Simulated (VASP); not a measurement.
## Hf: single point with PBEsol

The system is Hf.

```
Hf
1.0
    -1.85013    1.85013    1.75988
     1.85013   -1.85013    1.75988
     1.85013    1.85013   -1.75988
Hf
1
Direct
  0.00000 0.00000 0.00000
```

This cell differs from its parent crystal: strain +0.025 along x and y, -0.025 along z.

```yaml
Program: VASP 6.6.1
Task: single point
Functional: PBEsol
Potentials_or_basis: VASP PAW PBE potentials, release 64 (Hf_pv)
Cutoff: 520 eV
k_mesh: 18 × 18 × 18
Occupations: gaussian, width 0.15 eV
Spin: no spin polarisation
```

* Pressure: -11.0 GPa
* Band gap on the k mesh: zero (bands 5 and 6 overlap by 1.97 eV)

Stress tensor (GPa, compression positive):
```
-10.00   0.00   0.00
  0.00 -10.00   0.00
  0.00   0.00 -12.85
```

Levels at points of the mesh, in eV from the Fermi level:
| k point | band 1 | band 2 | band 3 | band 4 | band 5 | band 6 | band 7 | band 8 | band 9 | band 10 |
| --- | --- | --- | --- | --- | --- | --- | --- | --- | --- | --- |
| (0.00, 0.00, 0.00) | -30.09 | -30.09 | -30.09 | -6.81 | 1.10 | 1.62 | 1.62 | 3.63 | 4.35 | 12.71 |
| (0.50, 0.00, 0.00) | -30.73 | -30.31 | -30.11 | -3.15 | -0.58 | 0.93 | 3.89 | 4.98 | 6.96 | 9.20 |
| (0.50, 0.50, 0.00) | -30.74 | -30.28 | -30.08 | -3.25 | -0.04 | 0.64 | 3.35 | 4.51 | 6.87 | 9.02 |
| (0.50, 0.50, 0.50) | -30.57 | -30.57 | -30.50 | -2.34 | -2.23 | 6.16 | 6.16 | 6.28 | 6.28 | 6.32 |

Wall time 26 s on 1 thread of Intel(R) Xeon(R) 6975P-C (Granite Rapids), on a shared host, peak memory 0.24 GiB.

Caveat: the cell differs from its parent crystal (strain +0.025 along x and y, -0.025 along z); the cell stands under tension; the PAW data sets were made with another functional, which shifts forces and pressure a little; spin-orbit coupling is left out, which moves the levels of the heavy elements.
